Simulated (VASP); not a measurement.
Crystal: Fe2O3.

```
CELL_PARAMETERS angstrom
2.51900 1.45435 4.59067
-2.51900 1.45435 4.59067
0.00000 -2.90869 4.59067
ATOMIC_POSITIONS crystal
Fe 0.35530 0.35530 0.35530
Fe 0.14470 0.14470 0.14470
Fe 0.64470 0.64470 0.64470
Fe 0.85530 0.85530 0.85530
O 0.55590 0.25000 0.94410
O 0.25000 0.94410 0.55590
O 0.94410 0.55590 0.25000
O 0.44410 0.75000 0.05590
O 0.75000 0.05590 0.44410
O 0.05590 0.44410 0.75000
```

```yaml
Program: VASP 6.6.1
Task: relaxation of cell and atoms
Functional: LDA
Potentials_or_basis: VASP PAW LDA potentials, release 64 (Fe, O)
Cutoff: 600 eV
k_mesh: 7 × 7 × 7
Occupations: fermi-dirac, width 0.05 eV
Spin: collinear spin, ferromagnetic start
Starting_moments: "[3.0, 3.0, 3.0, 3.0, 0.0, 0.0, 0.0, 0.0, 0.0, 0.0] μB"
```

At the start: pressure -29.1 GPa; volume 10.09 Å³/atom.

**Question.** How do energy, volume and symmetry change on relaxing?

**Answer.** Over 17 steps the energy falls by 315.4 meV/atom and the volume is 8.21 Å³/atom (-18.6 %); space group R-3c (No. 167, to 0.1 Å) before and after; moment 4.00 μB per cell.

The path:
```
step  energy change (eV)  largest force (eV/Å)  pressure (GPa)  volume (Å³)
   1              0.0000                1.1784          -29.07       100.91
   2             -2.4985                1.1983           28.64        76.46
   3             -2.9134                1.3015            4.97        81.17
   4             -2.9163                1.3122           -0.07        82.41
   5             -2.9198                1.3081            2.18        81.85
   6             -3.0945                0.4463            2.62        81.69
   7             -3.0946                0.4522            2.68        81.68
   8             -3.1273                0.0317           -4.05        83.20
   9             -3.1303                0.1240           -2.60        82.86
  10             -3.1482                0.0885            0.33        81.99
  11             -3.1483                0.0818            0.25        82.02
  12             -3.1523                0.0308            0.28        82.03
  13             -3.1534                0.0489            0.31        82.03
  14             -3.1536                0.0139           -0.53        82.23
  15             -3.1538                0.0159           -0.17        82.15
  16             -3.1538                0.0101            0.09        82.08
  17             -3.1538                0.0045            0.00        82.10
```

Final structure:
```yaml
crystal:
  lattice:
    - [2.32874, 1.34450, 4.37056]
    - [-2.32874, 1.34450, 4.37056]
    - [0.00000, -2.68899, 4.37056]
  atoms:
    - { symbol: Fe, position: [0.34569, 0.34569, 0.34569] }
    - { symbol: Fe, position: [0.15431, 0.15431, 0.15431] }
    - { symbol: Fe, position: [0.65431, 0.65431, 0.65431] }
    - { symbol: Fe, position: [0.84569, 0.84569, 0.84569] }
    - { symbol: O, position: [0.56412, 0.25000, 0.93588] }
    - { symbol: O, position: [0.25000, 0.93588, 0.56412] }
    - { symbol: O, position: [0.93588, 0.56412, 0.25000] }
    - { symbol: O, position: [0.43588, 0.75000, 0.06412] }
    - { symbol: O, position: [0.75000, 0.06412, 0.43588] }
    - { symbol: O, position: [0.06412, 0.43588, 0.75000] }
```

Caveat: the volume moved by over 15 % at a fixed basis, so the end points are rough; the run started ferromagnetic, and an antiferromagnetic order may lie lower in energy.
